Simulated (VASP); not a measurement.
Write the native input for VASP 6.6.1 that does the following.

```yaml
Task: single point
Functional: PBE
Potentials_or_basis: VASP PAW PBE potentials, release 64 (Ti_sv, Si)
Cutoff: 520 eV
k_mesh: 12 × 12 × 12
Occupations: gaussian, width 0.15 eV
Spin: no spin polarisation
Dipole_correction: no
Further_INCAR_settings: ALGO = Normal; EDIFF = 1e-06; NBANDS = 29
```

The structure of TiSi2 lies in POSCAR:

```
TiSi2
1.0
    1.8360544388     -6.8340026458      0.0000000000
    1.8360544388      6.8340026458      0.0000000000
    0.0000000000      0.0000000000      3.7049313568
Ti Si
2 4
Direct
    0.8968075258      0.1031924742      0.7500000000
    0.1031924742      0.8968075258      0.2500000000
    0.5591373591      0.4408626409      0.7500000000
    0.4408626409      0.5591373591      0.2500000000
    0.2498287182      0.7501712818      0.7500000000
    0.7501712818      0.2498287182      0.2500000000
```

These files were run (other wordings do the same):

INCAR

```
PREC = Accurate ; ENCUT = 520
EDIFF = 1E-6 ; ISMEAR = 0
SIGMA = 0.15 ; LREAL = False
LASPH = True ; NELM = 60
ALGO = Normal ; ISIF = 2
LWAVE = False ; LCHARG = False
GGA = PE ; NBANDS = 29
```

KPOINTS

```
regular mesh
0
Gamma
  12 12 12
```

Potentials or basis: VASP PAW PBE potentials, release 64 (Ti_sv, Si).

The run is started by

```bash
$ cat potpaw_PBE.64/Ti_sv/POTCAR potpaw_PBE.64/Si/POTCAR > POTCAR
$ mpirun -np 1 vasp_std > vasp.out
```

It gave:

- Pressure: -9.3 GPa
- Largest force: 0.088 eV/Å
- Band gap on the k mesh: zero (bands 20 and 21 overlap by 0.90 eV)

Caveat: the cell stands under tension.

Run time: 8.7 min on 1 thread of Intel(R) Xeon(R) 6975P-C (Granite Rapids), with other jobs on the host, peak memory 0.75 GiB.
